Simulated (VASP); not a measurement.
# AlNi (Pm-3m) in VASP: further runs

The runs below take AlNi through relaxation of cell and atoms, single point, with LDA.

Program: VASP 6.6.1. These are calculated values, not measurements. Logs are shortened: lines on timing, memory, paths and dates and some standing lists are left out, and cuts for length are marked.

**1. The cell of the first run**

Symmetry: Pm-3m, No. 221, cubic system. The conventional cell has a = 2.832 Å, b = 2.832 Å, c = 2.832 Å, α = 90.00°, β = 90.00°, γ = 90.00°. Within 3.2 Å of Al (site symmetry m-3m) lie 8 Ni at 2.45 Å and 6 Al at 2.83 Å. Ni (site symmetry m-3m) has 8 Al at 2.45 Å and 6 Ni at 2.83 Å within 3.2 Å.

**2. Relaxation of cell and atoms, LDA**

INCAR reads:

```
SYSTEM = AlNi
ALGO = Normal
EDIFF = 1E-7
EDIFFG = -0.005
ENCUT = 600
IBRION = 2
ISIF = 3
ISMEAR = 0
LASPH = .TRUE.
LCHARG = .FALSE.
LREAL = .FALSE.
LWAVE = .FALSE.
NELM = 100
NSW = 100
PREC = Accurate
SIGMA = 0.1
```

KPOINTS reads:

```
k-points
0
G
  14 14 14
  0 0 0
```

POSCAR reads:

```
AlNi
1.0
    2.8318957088      0.0000000000      0.0000000000
    0.0000000000      2.8318957088      0.0000000000
    0.0000000000      0.0000000000      2.8318957088
Al Ni
1 1
Direct
    0.0000000000      0.0000000000      0.0000000000
    0.5000000000      0.5000000000      0.5000000000
```

Potentials or basis: VASP PAW LDA potentials, release 64 (Al, Ni).

Run with:

```console
$ cat potpaw_LDA.64/Al/POTCAR potpaw_LDA.64/Ni/POTCAR > POTCAR
$ mpirun -np 1 vasp_std > vasp.out
```

OUTCAR:

```text
SYSTEM = AlNi
   EDIFF = 1E-7
   EDIFFG = -0.005
   ENCUT = 600
   IBRION = 2
   ISIF = 3
   ISMEAR = 0
   LASPH = .TRUE.
   LREAL = .FALSE.
   NELM = 100
   NSW = 100
   PREC = Accurate

 ion  position               nearest neighbor table
   1  0.000  0.000  0.000-   2 2.45   2 2.45   2 2.45   2 2.45   2 2.45   2 2.45   2 2.45   2 2.45

   2  0.500  0.500  0.500-   1 2.45   1 2.45   1 2.45   1 2.45   1 2.45   1 2.45   1 2.45   1 2.45

  LATTYP: Found a simple cubic cell.
 ALAT       =     2.8318957088

  Lattice vectors:

 A1 = (   2.8318957088,   0.0000000000,   0.0000000000)
 A2 = (   0.0000000000,   2.8318957088,   0.0000000000)
 A3 = (   0.0000000000,   0.0000000000,   2.8318957088)

Analysis of symmetry for initial positions (statically):
=====================================================================
 Subroutine PRICEL returns:
 Original cell was already a primitive cell.

 Routine SETGRP: Setting up the symmetry group for a
 simple cubic supercell.

 Subroutine GETGRP returns: Found 48 space group operations
 (whereof 48 operations were pure point group operations)
 out of a pool of 48 trial point group operations.

The static configuration has the point symmetry O_h .

Analysis of symmetry for dynamics (positions and initial velocities):
=====================================================================
 Subroutine PRICEL returns:
 Original cell was already a primitive cell.

 Routine SETGRP: Setting up the symmetry group for a
 simple cubic supercell.

 Subroutine GETGRP returns: Found 48 space group operations
 (whereof 48 operations were pure point group operations)
 out of a pool of 48 trial point group operations.

The dynamic configuration has the point symmetry O_h .

 Subroutine INISYM returns: Found 48 space group operations
 (whereof 48 operations are pure point group operations),
 and found     1 'primitive' translations

----------------------------------------------------------------------------------------

                                     Primitive cell

  volume of cell :      22.7108

  direct lattice vectors                    reciprocal lattice vectors
     2.831895709  0.000000000  0.000000000     0.353120349  0.000000000  0.000000000
     0.000000000  2.831895709  0.000000000     0.000000000  0.353120349  0.000000000
     0.000000000  0.000000000  2.831895709     0.000000000  0.000000000  0.353120349

  length of vectors
     2.831895709  2.831895709  2.831895709     0.353120349  0.353120349  0.353120349

  position of ions in fractional coordinates (direct lattice)
     0.000000000  0.000000000  0.000000000
     0.500000000  0.500000000  0.500000000

  ion indices of the primitive-cell ions
   primitive index   ion index
                 1           1
                 2           2

----------------------------------------------------------------------------------------

 KPOINTS: k-points

Automatic generation of k-mesh.
 Grid dimensions read from file:
 generate k-points for:   14   14   14

 Generating k-lattice:

  Cartesian coordinates                     Fractional coordinates (reciprocal lattice)
     0.025222882  0.000000000  0.000000000     0.071428571  0.000000000  0.000000000
     0.000000000  0.025222882  0.000000000     0.000000000  0.071428571  0.000000000
     0.000000000  0.000000000  0.025222882     0.000000000  0.000000000  0.071428571

  Length of vectors
     0.025222882  0.025222882  0.025222882

  Shift w.r.t. Gamma in fractional coordinates (k-lattice)
     0.000000000  0.000000000  0.000000000

 Subroutine IBZKPT returns following result:
 ===========================================

 Found    120 irreducible k-points:

 Following reciprocal coordinates:
            Coordinates               Weight
  0.000000  0.000000  0.000000      1.000000
  0.071429  0.000000  0.000000      6.000000
  0.142857  0.000000  0.000000      6.000000
  0.214286  0.000000  0.000000      6.000000
  0.285714  0.000000  0.000000      6.000000
  0.357143  0.000000  0.000000      6.000000
[... 16 lines left out ...]
  0.285714  0.214286  0.000000     24.000000
  0.357143  0.214286  0.000000     24.000000
 [... further k-points ...]
   k-points           NKPTS =    120   k-points in BZ     NKDIM =    120   number of bands    NBANDS=     10
   number of dos      NEDOS =    301   number of ions     NIONS =      2
   total plane-waves  NPLWV =  13824
   dimension x,y,z NGX =    24 NGY =   24 NGZ =   24
   dimension x,y,z NGXF=    48 NGYF=   48 NGZF=   48
   ions per type =               1   1
   NGX,Y,Z   is equivalent  to a cutoff of  14.09, 14.09, 14.09 a.u.
   NGXF,Y,Z  is equivalent  to a cutoff of  28.18, 28.18, 28.18 a.u.
 SYSTEM =  AlNi
   PREC   = accura    normal or accurate (medium, high low for compatibility)
   ISTART =      0    job   : 0-new  1-cont  2-samecut
   ICHARG =      2    charge: 1-file 2-atom 10-const
   ISPIN  =      1    spin polarized calculation?
   LNONCOLLINEAR =      F non collinear calculations
   LSORBIT =      F    spin-orbit coupling
   LASPH  =      T    aspherical Exc in radial PAW
   ENCUT  =  600.0 eV  44.10 Ry    6.64 a.u.   5.66  5.66  5.66*2*pi/ulx,y,z
   NELM   =    100;   NELMIN=  2; NELMDL= -5     # of ELM steps
   EDIFF  = 0.1E-06   stopping-criterion for ELM
   LREAL  =      F    real-space projection
   EDIFFG = -.5E-02   stopping-criterion for IOM
   NSW    =    100    number of steps for IOM
   IBRION =      2    ionic relax: 0-MD 1-quasi-New 2-CG
   NFREE  =      1    steps in history (QN), initial steepest desc. (CG)
   ISIF   =      3    stress and relaxation
   ISYM   =      2    0-nonsym 1-usesym 2-fastsym
   POTIM  = 0.5000    time-step for ionic-motion
   TEBEG  =    0.0;   TEEND  =   0.0 temperature during run
   PSTRESS=    0.0 pullay stress
   NELECT =      13.0000    total number of electrons
   NUPDOWN=      -1.0000    fix difference up-down
   EMIN   =  10.00;   EMAX   =-10.00  energy-range for DOS
   EFERMI =   0.00;   METHOD = LEGACY
   ISMEAR =     0;   SIGMA  =   0.10  broadening in eV -4-tet -1-fermi 0-gaus
   EFERMI_NEDOS =   21; number of points for ismear=-14 and -15
   IALGO  =     38    algorithm
   IMIX   =      4    mixing-type and parameters
     AMIX     =   0.40;   BMIX     =  1.00
     AMIX_MAG =   1.60;   BMIX_MAG =  1.00
  volume/ion in A,a.u.               =      11.36        76.63
  Fermi-wavevector in a.u.,A,eV,Ry     =   1.359290  2.568685 25.139056  1.847668
  Thomas-Fermi vector in A             =   2.486050
   LORBIT       =      0    0 simple, 1 ext, 2 COOP (PROOUT), +10 PAW based schemes
   GGA     = CA    functional components
   LHFCALC =     F    Hartree Fock is set to
   AEXX    =    0.0000 exact exchange contribution
   IVDW    =     0    specifies the selected vdW correction
   LEPSILON=     F    determine dielectric tensor
   LRPA    =     F    only Hartree local field effects (RPA)
 conjugate gradient relaxation of ions
 non-spin polarized calculation
 Gauss-broadening in eV      SIGMA  =   0.10
  energy-cutoff  :      600.00
  volume of cell :       22.71
 maximum number of plane-waves:       780
 NGX is ok and might be reduce to    24

--------------------------------------- Ionic step        1  -------------------------------------------

 number of electron      12.9999994 magnetization

 Free energy of the ion-electron system (eV)
  ---------------------------------------------------
  ext. energy  EPLUGINS =         0.00000000
  ---------------------------------------------------
  free energy    TOTEN  =       -12.19685749 eV

  energy without entropy =      -12.19196978  energy(sigma->0) =      -12.19441364

------------------------ aborting loop because EDIFF is reached ----------------------------------------

  FORCE on cell =-STRESS in cart. coord.  units (eV):
  Direction    XX          YY          ZZ          XY          YZ          ZX
  --------------------------------------------------------------------------------------
  -------------------------------------------------------------------------------------
  Total        0.0581174      0.0581174      0.0581174      0.0000000      0.0000000     -0.0000000
  in kB        4.1000136      4.1000136      4.1000136      0.0000000      0.0000000     -0.0000000
  external PRESSURE =       4.1000136 kB  Pullay stress =       0.0000000 kB

 VOLUME and BASIS-vectors are now :
 -----------------------------------------------------------------------------
  energy-cutoff  :      600.00
  volume of cell :       22.71
      direct lattice vectors                 reciprocal lattice vectors
     2.831895709  0.000000000  0.000000000     0.353120349  0.000000000  0.000000000
     0.000000000  2.831895709  0.000000000     0.000000000  0.353120349  0.000000000
     0.000000000  0.000000000  2.831895709     0.000000000  0.000000000  0.353120349
[... 37 lines left out ...]
 POSITION                                       TOTAL-FORCE (eV/Angst)
 -----------------------------------------------------------------------------------
      0.00000      0.00000      0.00000         0.000000     -0.000000      0.000000
      1.41793      1.41793      1.41793        -0.000000      0.000000      0.000000
 -----------------------------------------------------------------------------------
    total drift:                                0.000000      0.000000     -0.000000

  FREE ENERGIE OF THE ION-ELECTRON SYSTEM (eV)
  ---------------------------------------------------
  free  energy   TOTEN  =       -12.1968784496 eV

  energy  without entropy=      -12.1919867042  energy(sigma->0) =      -12.19443258

--------------------------------------- Ionic step        3  -------------------------------------------

 number of electron      12.9999995 magnetization

 Free energy of the ion-electron system (eV)
  ---------------------------------------------------
  ext. energy  EPLUGINS =         0.00000000
  ---------------------------------------------------
  free energy    TOTEN  =       -12.19692658 eV

  energy without entropy =      -12.19203681  energy(sigma->0) =      -12.19448170

 E-fermi :  10.3883     XC(G=0): -12.5420

 val. band max:       10.3812274122   @ k =   0.3571   0.2143   0.0714
 cond. band min:      10.3901222373   @ k =   0.3571   0.1429   0.1429
 fundamental gap:      0.0088948252
 Fermi energy:        10.3883233075

 k-point     1 :       0.0000    0.0000    0.0000
  band No.  band energies     occupation
      1      -1.0310      2.00000
      2       6.9265      2.00000
      3       6.9265      2.00000
      4       8.7467      2.00000
      5       8.7467      2.00000
      6       8.7467      2.00000
      7      16.0957      0.00000
      8      16.0957      0.00000
      9      16.0957      0.00000
     10      18.7975      0.00000

 k-point     2 :       0.0714    0.0000    0.0000
  band No.  band energies     occupation
      1      -0.9338      2.00000
      2       6.9217      2.00000
      3       6.9500      2.00000
      4       8.7030      2.00000
      5       8.7030      2.00000
      6       8.7514      2.00000
      7      15.1035      0.00000
      8      16.2241      0.00000
      9      16.2241      0.00000
     10      18.7991      0.00000
[... 274 lines left out ...]
 k-point    24 :       0.3571    0.2143    0.0000
  band No.  band energies     occupation
      1       2.0965      2.00000
      2       5.9764      2.00000
      3       7.3512      2.00000
      4       7.9185      2.00000
      5       8.1810      2.00000
      6       8.5409      2.00000
      7      10.3139      1.70749
      8      14.3327      0.00000
      9      18.4734      0.00000
     10      19.8541      0.00000

 [... further k-points ...]

------------------------ aborting loop because EDIFF is reached ----------------------------------------

  FORCE on cell =-STRESS in cart. coord.  units (eV):
  Direction    XX          YY          ZZ          XY          YZ          ZX
  --------------------------------------------------------------------------------------
  -------------------------------------------------------------------------------------
  Total       -0.0005249     -0.0005249     -0.0005249     -0.0000000      0.0000000     -0.0000000
  in kB       -0.0369454     -0.0369454     -0.0369454     -0.0000000      0.0000000     -0.0000000
  external PRESSURE =      -0.0369454 kB  Pullay stress =       0.0000000 kB

 VOLUME and BASIS-vectors are now :
 -----------------------------------------------------------------------------
  energy-cutoff  :      600.00
  volume of cell :       22.76
      direct lattice vectors                 reciprocal lattice vectors
     2.834083901 -0.000000000 -0.000000000     0.352847705  0.000000000  0.000000000
     0.000000000  2.834083901 -0.000000000     0.000000000  0.352847705 -0.000000000
    -0.000000000  0.000000000  2.834083901     0.000000000  0.000000000  0.352847705

 POSITION                                       TOTAL-FORCE (eV/Angst)
 -----------------------------------------------------------------------------------
      0.00000      0.00000      0.00000         0.000000     -0.000000      0.000000
      1.41704      1.41704      1.41704        -0.000000      0.000000      0.000000
 -----------------------------------------------------------------------------------
    total drift:                                0.000000      0.000000     -0.000000

  FREE ENERGIE OF THE ION-ELECTRON SYSTEM (eV)
  ---------------------------------------------------
  free  energy   TOTEN  =       -12.1969265816 eV

  energy  without entropy=      -12.1920368089  energy(sigma->0) =      -12.19448170

 reached required accuracy - stopping structural energy minimisation
```

It took 22 s on 1 thread of AMD EPYC 9R45 (Zen 5), shared host; peak memory 0.13 GiB.

Results:

- Free energy: -12.1969 eV
- Relaxed volume: 11.38 Å³/atom
- Relaxed cell: a = 2.834 Å, b = 2.834 Å, c = 2.834 Å, α = 90.00°, β = 90.00°, γ = 90.00°
- Space group after relaxing (to 0.1 Å): Pm-3m (No. 221)
- Energy gained by relaxing: 0.0 meV/atom
- Ionic steps: 3
- Pressure after relaxing: 0.0 GPa
- Band gap on the k mesh: zero (an odd number of electrons rules out a gap without spin polarisation)

Final structure:
```yaml
crystal:
  lattice:
    - [2.83408, 0.00000, 0.00000]
    - [0.00000, 2.83408, 0.00000]
    - [0.00000, 0.00000, 2.83408]
  atoms:
    - { symbol: Al, position: [0.00000, 0.00000, 0.00000] }
    - { symbol: Ni, position: [0.50000, 0.50000, 0.50000] }
```

Levels at points of the mesh, in eV from the Fermi level:
```csv
k point,band 5,band 6,band 7,band 8,band 9,band 10
"(0.00, 0.00, 0.00)",-1.64,-1.64,5.71,5.71,5.71,8.41
"(0.50, 0.00, 0.00)",-2.39,-1.54,-0.67,8.45,10.25,10.25
"(0.50, 0.50, 0.00)",-2.22,-2.22,-1.07,1.58,2.74,12.71
"(0.50, 0.50, 0.50)",-1.04,2.02,2.02,2.02,4.07,4.74
```

**3. Single point, LDA**

This run uses another cell than the first one, of the same volume but with other edges.

INCAR reads:

```
SYSTEM = AlNi
PREC = Accurate
ENCUT = 520
EDIFF = 1E-7
ISMEAR = 0
SIGMA = 0.1
LREAL = .False.
LASPH = .True.
NELM = 60
ALGO = Fast
ISIF = 2
LWAVE = .False.
LCHARG = .False.
ISYM = 0
NBANDS = 14
```

KPOINTS reads:

```
regular mesh
0
Gamma
  12 9 17
  0 0 0
```

POSCAR reads:

```
AlNi
1.0
    2.8326165062      0.0000000000      0.0000000000
    0.0000000000      4.0059246800      0.0000000000
    0.0000000000      2.0029623400      2.0029623400
Al Ni
1 1
Direct
    0.0000000000      0.0000000000      0.0000000000
    0.5000000000      0.5000000000      0.0000000000
```

Potentials or basis: VASP PAW LDA potentials, release 64 (Al, Ni).

Run with:

```console
$ cat potpaw_LDA.64/Al/POTCAR potpaw_LDA.64/Ni/POTCAR > POTCAR
$ mpirun -np 1 vasp_std > vasp.out
```

It took 3 min on 1 thread of AMD EPYC 9R45 (Zen 5), shared host; peak memory 0.36 GiB.

The run converged. Its results:

| Item | Value |
| --- | --- |
| Free energy | -12.1981 eV |
| Pressure | 0.2 GPa |
| Band gap on the k mesh | zero (an odd number of electrons rules out a gap without spin polarisation) |

Levels at points of the mesh, in eV from the Fermi level:
```csv
k point,band 3,band 4,band 5,band 6,band 7,band 8,band 9,band 10,band 11,band 12
"(0.00, 0.00, 0.00)",-3.50,-1.68,-1.68,-1.67,5.68,5.68,5.68,8.38,8.38,14.49
"(0.50, 0.00, 0.00)",-2.99,-2.43,-2.43,-1.58,-0.70,8.42,10.23,10.23,11.33,11.33
```
